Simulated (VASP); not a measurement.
A run of VASP 6.6.1 is set up as follows.

Contents of POSCAR:

```
KTaO3
1.0
    3.9498240011      0.0000000000      0.0000000000
    0.0000000000      3.9498240011      0.0000000000
    0.0000000000      0.0000000000      3.9498240011
K Ta O
1 1 3
Direct
    0.0000000000      0.0000000000      0.0000000000
    0.5000000000      0.5000000000      0.5000000000
    0.5000000000      0.5000000000      0.0000000000
    0.5000000000      0.0000000000      0.5000000000
    0.0000000000      0.5000000000      0.5000000000
```

Contents of INCAR.step1:

```
PREC = Accurate
ENCUT = 520
ISMEAR = 0
SIGMA = 0.01
LREAL = False
LASPH = True
NELM = 60
NBANDS = 27
GGA = PE
ALGO = Normal
EDIFF = 1E-4
LWAVE = True
LCHARG = False
```

INCAR.step2

```
PREC = Accurate
ENCUT = 520
EDIFF = 1E-7
ISMEAR = 0
SIGMA = 0.01
LREAL = False
LASPH = True
NELM = 60
ALGO = Normal
ISIF = 2
LWAVE = False
LCHARG = False
METAGGA = R2SCAN
LMIXTAU = True
NBANDS = 27
ISTART = 1
```

File KPOINTS:

```
regular mesh
0
Gamma
  6 6 6
```

Potentials or basis: VASP PAW PBE potentials, release 64 (K_sv, Ta_pv, O).

Launch:

```sh
$ cat potpaw_PBE.64/K_sv/POTCAR potpaw_PBE.64/Ta_pv/POTCAR potpaw_PBE.64/O/POTCAR > POTCAR
$ cp INCAR.step1 INCAR
$ mpirun -np 1 vasp_std > vasp.out
$ cp INCAR.step2 INCAR
$ mpirun -np 1 vasp_std > vasp.out
```

(1) What does it give for the band gap on the k mesh?

(2) What does it give for the pressure?

## Answers

(1) 2.67 eV, indirect (least direct gap 3.31 eV).

(2) 7.9 GPa.

Caveat: the PAW data sets were made with another functional, which shifts forces and pressure a little; spin-orbit coupling is left out, which moves the levels of the heavy elements.
